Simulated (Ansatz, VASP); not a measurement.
**One calculation of Au, two programs**

File INCAR:

```
SYSTEM = Au
PREC = Accurate
ENCUT = 600
EDIFF = 1E-7
ISMEAR = 0
SIGMA = 0.1
LREAL = .False.
LASPH = .True.
NELM = 100
ALGO = Fast
ISIF = 3
LWAVE = .False.
LCHARG = .False.
GGA = PE
IBRION = 2
NSW = 90
EDIFFG = -0.04
```

Contents of KPOINTS:

```
Automatic mesh
0
Gamma
  4 4 4
  0 0 0
```

Contents of POSCAR:

```
Au
1.0
    0.0000000000      3.3021459200      3.3021459200
    3.3021459200      0.0000000000      3.3021459200
    3.3021459200      3.3021459200      0.0000000000
Au
4
Direct
    0.1250000000      0.1250000000      0.1250000000
    0.1250000000      0.1250000000      0.6250000000
    0.1250000000      0.6250000000      0.1250000000
    0.6250000000      0.1250000000      0.1250000000
```

Input for Ansatz:

```yaml
crystal:
  lattice:
    - [0.0, 3.30214592, 3.30214592]
    - [3.30214592, 0.0, 3.30214592]
    - [3.30214592, 3.30214592, 0.0]
  atoms:
    - { symbol: Au, position: [0.125, 0.125, 0.125] }
    - { symbol: Au, position: [0.125, 0.125, 0.625] }
    - { symbol: Au, position: [0.125, 0.625, 0.125] }
    - { symbol: Au, position: [0.625, 0.125, 0.125] }
basis:
  ecutwfc: 420
kpoints:
  mp_grid: { grid: [4, 4, 4] }
hamiltonian:
  xc: pbe
scf:
  occupations: { method: gaussian, width: 0.1 }
  lower_state_search: "off"
output:
  forces: true
  stress: true
  eigenvalues: true
relax:
  adjacent_minimum: "off"
  f_tol: 0.04
  max_steps: 70
  cell: { stress_tol: 0.4 }
```

Alike in both runs: task relaxation of cell and atoms; functional PBE; k mesh 4 × 4 × 4; occupations gaussian, width 0.1 eV; no spin polarisation.

|  | VASP | Ansatz |
| --- | --- | --- |
| version | VASP 6.6.1 | Ansatz 0.2.0 |
| potentials or method | VASP PAW PBE potentials, release 64 (Au), cutoff 600 eV | scalar-relativistic, plane waves, PAW |
| valence electrons in the cell | 44 | 76 |

|  | VASP | Ansatz | Ansatz less VASP |
| --- | --- | --- | --- |
| gap on the k mesh at the Fermi level, each at its own relaxed structure (eV) | none | none | - |
| relaxed volume (Å³/atom) | 29.39 | 29.34 | -0.047 |
| relaxed length of the cell vector where the two differ most in proportion (Å) | 5.498 | 5.495 | -0.0030 |

A gap of «none» marks a metal or a gap that the smearing closes. VASP's potentials hold 44 valence electrons a cell and Ansatz's 76, so a difference there can come from the potentials and not from the codes.

The k mesh is coarse, so the values compare programs but aren't converged. Spin-orbit coupling is off throughout. Noted on VASP's run: the volume moved by over 15 % at a fixed basis, so the end points are rough.
